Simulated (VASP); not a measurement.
Crystal: SiNi3.

```
Ni Si
1.0
     3.54200    0.00000    0.00000
     0.00000    3.54200    0.00000
     0.00000    0.00000    3.54200
Ni Si
3 1
Direct
  0.50000 0.50000 0.00000
  0.50000 0.00000 0.50000
  0.00000 0.50000 0.50000
  0.00000 0.00000 0.00000
```

Base run:

```yaml
Program: VASP 6.6.1
Functional: PBEsol
Potentials_or_basis: VASP PAW PBE potentials, release 64 (Ni, Si)
Cutoff: 520 eV
k_mesh: 6 × 6 × 6
Occupations: fermi-dirac, width 0.05 eV
Spin: collinear spin, ferromagnetic start
Starting_moments: "[0.266667, 0.266667, 0.266667, 0.0] μB"
Fixed_moment: 0.8 μB
```

Its results: pressure -13.1 GPa; site moments Ni +0.27; Si +0.00 μB.

**Question.** The run is repeated on the same cell with these changes: functional from PBEsol to PBE. What comes out?

**Answer.** Pressure -5.1 GPa; site moments Ni +0.27; Si +0.01 μB.

PBE binds less tightly than PBEsol, so the same cell stands under more pressure.

Caveats: the cell stands under tension; the total moment is fixed, so each spin has its own Fermi level; the PAW data sets were made with another functional, which shifts forces and pressure a little (at least some runs).
